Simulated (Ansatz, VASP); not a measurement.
**One calculation of CuO, two programs**

```
Cu O
1.0
     2.55255    0.00000    0.00000
     0.00000    2.55255    0.00000
     0.00000    0.00000    2.55255
Cu O
1 1
Cartesian
  0.0000 0.0000 0.0000
  1.2763 1.2763 1.2763
```

Alike in both runs: task single point; functional LDA; k mesh 7 × 7 × 7; occupations gaussian, width 0.05 eV; collinear spin; Hubbard terms Cu d U = 8.0 eV.

```csv
,VASP,Ansatz
version,VASP 6.6.1,Ansatz 0.2.0
potentials or method,"VASP PAW LDA potentials, release 64 (Cu, O), cutoff 600 eV","scalar-relativistic, plane waves, PAW"
valence electrons in the cell,17,25
```

|  | VASP | Ansatz | Ansatz less VASP |
| --- | --- | --- | --- |
| gap on the k mesh at the Fermi level (eV) | none | none | - |
| pressure (GPa) | -5.7 | 11.0 | +16.69 |
| net moment per atom (μB) | 0.50 | 0.50 | 0.000 |
| size of the moment on the site where the two differ most (μB) | 0.62 | 0.73 | +0.113 |

LDA's correlation is that of Perdew and Zunger in VASP and of Perdew and Wang (1992) in Ansatz. Site moments also hang on the region over which each program counts them. The programs project onto different local orbitals, so the same U acts differently, and such runs can settle in different states. A gap of «none» marks a metal or a gap that the smearing closes. VASP's potentials hold 17 valence electrons a cell and Ansatz's 25, so a difference there can come from the potentials and not from the codes. Ansatz's warnings: filled band counts differ across k points, specified occupation not kept, symmetry narrowed by occupation matrices.
